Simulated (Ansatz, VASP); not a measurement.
**PbF2 in VASP and in Ansatz**

The input POSCAR:

```
PbF2
1.0
    0.0000000000      2.9604388914      2.9604388914
    2.9604388914      0.0000000000      2.9604388914
    2.9604388914      2.9604388914      0.0000000000
Pb F
1 2
Direct
    0.0000000000      0.0000000000      0.0000000000
    0.2500000000      0.2500000000      0.2500000000
    0.7500000000      0.7500000000      0.7500000000
```

Contents of INCAR.step1:

```
PREC     = Accurate       # precision mode
ENCUT    = 520            # plane-wave cutoff, eV
ISMEAR   = 0              # smearing method
SIGMA    = 0.01           # smearing width, eV
LREAL    = False          # projectors in reciprocal space
LASPH    = True           # aspherical terms in the spheres
NELM     = 80             # most SCF steps
NBANDS   = 21             # bands
GGA      = PE             # functional
ALGO     = Normal         # electronic algorithm
EDIFF    = 1E-4           # SCF threshold, eV
LWAVE    = True           # write WAVECAR
LCHARG   = False          # write CHGCAR
```

The input INCAR.step2:

```
PREC     = Accurate       # precision mode
ENCUT    = 520            # plane-wave cutoff, eV
EDIFF    = 1E-6           # SCF threshold, eV
ISMEAR   = 0              # smearing method
SIGMA    = 0.01           # smearing width, eV
LREAL    = False          # projectors in reciprocal space
LASPH    = True           # aspherical terms in the spheres
NELM     = 80             # most SCF steps
ALGO     = Normal         # electronic algorithm
ISIF     = 2              # what is computed and relaxed
LWAVE    = False          # write WAVECAR
LCHARG   = False          # write CHGCAR
METAGGA  = R2SCAN         # meta-GGA
LMIXTAU  = True         
NBANDS   = 21             # bands
ISTART   = 1
```

KPOINTS

```
regular mesh
0
Gamma
  8 8 8
```

Input for Ansatz:

```yaml
crystal:
  lattice:
    - [0.0, 2.9604388914, 2.9604388914]
    - [2.9604388914, 0.0, 2.9604388914]
    - [2.9604388914, 2.9604388914, 0.0]
  atoms:
    - { symbol: Pb, position: [0.0, 0.0, 0.0] }
    - { symbol: F, position: [0.25, 0.25, 0.25] }
    - { symbol: F, position: [0.75, 0.75, 0.75] }
kpoints:
  mp_grid: { grid: [8, 8, 8] }
  band_path:
    path:
      - [0.0, 0.0, 0.0]
      - [0.5, 0.0, 0.5]
      - [0.625, 0.25, 0.625]
      - [0.375, 0.375, 0.75]
      - [0.5, 0.5, 0.5]
      - [0.5, 0.25, 0.75]
      - [0.25, -0.5, -0.25]
      - [0.0, 0.5, 0.5]
    npoints: 1
hamiltonian:
  xc: r2scan
scf:
  occupations: { method: fixed }
  n_extra_bands: 4
output:
  forces: true
  stress: true
  eigenvalues: true
```

Alike in both runs: task single point; functional r2SCAN; k mesh 8 × 8 × 8; no spin polarisation.

|  | VASP | Ansatz |
| --- | --- | --- |
| version | VASP 6.6.1 | Ansatz 0.2.0 |
| potentials or method | VASP PAW PBE potentials, release 64 (Pb_d, F) | plane waves, PAW |
| plane-wave cutoff (eV) | 520 | 500 |
| occupations | gaussian, width 0.01 eV | fixed |
| valence electrons in the cell | 28 | 28 |

Ansatz gave:

| Quantity | Value |
| --- | --- |
| gap on the k mesh at the Fermi level (eV) | 4.93 |
| pressure (GPa) | 0.0 |

Task: What did VASP give for the same quantities?

Result: gap on the k mesh at the Fermi level (eV): 4.93; pressure (GPa): -0.1.

VASP's potentials were made for PBE, not for r2SCAN.

Neither program's run includes spin-orbit coupling.
